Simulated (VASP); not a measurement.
A run of VASP 6.6.1:

INCAR

```
SYSTEM = Cu
PREC = Accurate
ENCUT = 520
EDIFF = 1E-7
ISMEAR = 0
SIGMA = 0.15
LREAL = .False.
LASPH = .True.
NELM = 60
ALGO = Fast
ISIF = 2
LWAVE = .False.
LCHARG = .False.
GGA = PS
NBANDS = 54
```

The input KPOINTS:

```
regular mesh
0
Gamma
  17 17 3
  0 0 0
```

POSCAR

```
Cu
1.0
   -2.5195435222      0.0000000000      0.0000000000
   -1.2597717611     -2.1819886961      0.0000000000
    0.0000000000      0.0000000000     16.2159939893
Cu
8
Direct
    0.0000000000      0.0000000000      0.9519533231
    0.0000000000      0.0000000000      0.4442448841
    0.3333333333      0.3333333333      0.0634635549
    0.3333333333      0.3333333333      0.5711719938
    1.0000000000      1.0000000000      0.1903906646
    1.0000000000      1.0000000000      0.6980991036
    0.6666666667      0.6666666667      0.3173177744
    0.6666666667      0.6666666667      0.8250262133
```

Potentials or basis: VASP PAW PBE potentials, release 64 (Cu).

The run is started by

```bash
$ cat potpaw_PBE.64/Cu/POTCAR > POTCAR
$ mpirun -np 1 vasp_std > vasp.out
```

Hardware: 1 thread of Intel Xeon 8259CL, with other jobs on the host.

Problem. Estimate the wall time of this run.

Solution. Run time: 16 min on 1 thread of Intel Xeon 8259CL, with other jobs on the host, peak memory 0.42 GiB. Counts: scf iterations 18, k points 90.
